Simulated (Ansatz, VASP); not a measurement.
One calculation of Ba2ReIO6, two programs

Contents of INCAR:

```
SYSTEM = Ba2ReIO6
ALGO = Normal
EDIFF = 1E-6
ENCUT = 520
GGA = PS
ISIF = 2
ISMEAR = 1
LASPH = .TRUE.
LCHARG = .TRUE.
LELF = .TRUE.
LREAL = .FALSE.
LVHAR = .TRUE.
LWAVE = .FALSE.
NBANDS = 46
NELM = 60
PREC = Accurate
SIGMA = 0.2113
```

The input KPOINTS:

```
k-points
0
G
  7 7 7
  0 0 0
```

File POSCAR:

```
Ba2ReIO6
1.0
    0.0000000000      4.2936740000      4.2936740000
    4.2936740000      0.0000000000      4.2936740000
    4.2936740000      4.2936740000      0.0000000000
Ba I O Re
2 1 6 1
Direct
    0.2500000000      0.2500000000      0.2500000000
    0.7500000000      0.7500000000      0.7500000000
    0.5000000000      0.5000000000      0.5000000000
    0.7500000000      0.2500000000      0.2500000000
    0.2500000000      0.7500000000      0.2500000000
    0.2500000000      0.7500000000      0.7500000000
    0.7500000000      0.2500000000      0.7500000000
    0.2500000000      0.2500000000      0.7500000000
    0.7500000000      0.7500000000      0.2500000000
    0.0000000000      0.0000000000      0.0000000000
```

Input for Ansatz:

```yaml
crystal:
  lattice:
    - [0.0, 4.293674, 4.293674]
    - [4.293674, 0.0, 4.293674]
    - [4.293674, 4.293674, 0.0]
  atoms:
    - { symbol: Ba, position: [0.25, 0.25, 0.25] }
    - { symbol: Ba, position: [0.75, 0.75, 0.75] }
    - { symbol: I, position: [0.5, 0.5, 0.5] }
    - { symbol: O, position: [0.75, 0.25, 0.25] }
    - { symbol: O, position: [0.25, 0.75, 0.25] }
    - { symbol: O, position: [0.25, 0.75, 0.75] }
    - { symbol: O, position: [0.75, 0.25, 0.75] }
    - { symbol: O, position: [0.25, 0.25, 0.75] }
    - { symbol: O, position: [0.75, 0.75, 0.25] }
    - { symbol: Re, position: [0.0, 0.0, 0.0] }
  symmetry: { tolerance: 0.0003 }
kpoints:
  mp_grid: { grid: [7, 7, 7], shift: [0, 0, 0] }
  band_path:
    path:
      - [0.0, 0.0, 0.0]
      - [0.5, 0.0, 0.5]
      - [0.625, 0.25, 0.625]
      - [0.375, 0.375, 0.75]
      - [0.0, 0.0, 0.0]
      - [0.5, 0.5, 0.5]
      - [0.5, 0.25, 0.75]
      - [0.5, 0.0, 0.5]
    npoints: 8
magnetization:
  spin_polarized: false
scf:
  occupations: { method: cold, width: 0.2113 }
  lower_state_search: "off"
  max_iter: 200
hamiltonian:
  pseudopotentials: { kind: paw }
  xc: pbesol
basis:
  ecutwfc: 420
  fft_grid_basis: typed
output:
  forces: true
  stress: true
  eigenvalues: true
  bader: true
  populations: true
  elf: true
  write_potential: true
  volumetric_format: npy
  dos:
    e_range: [-12, 8]
    de: 0.05
    projected: { site_lists: { Ba: [Ba], I: [I], O: [O], Re: [Re] } }
checkpoint:
  read: saved_state
```

Alike in both runs: task single point; functional PBEsol; k mesh 7 × 7 × 7; no spin polarisation.

|  | VASP | Ansatz |
| --- | --- | --- |
| version | VASP 6.6.1 | Ansatz 0.2.0 |
| potentials or method | VASP PAW PBE potentials, release 64 (Ba_sv, I, O, Re), cutoff 520 eV | PAW plane waves |
| occupations | methfessel-paxton of order 1, width 0.2113 eV | cold, width 0.2113 eV |
| valence electrons in the cell | 70 | 88 |

```tsv
	VASP	Ansatz	Ansatz less VASP
pressure (GPa)	-11.2	-11.9	-0.75
```

VASP's potentials were made for PBE, not for PBEsol. VASP's potentials hold 70 valence electrons a cell and Ansatz's 88, so a difference there can come from the potentials and not from the codes.

Neither program's run includes spin-orbit coupling.
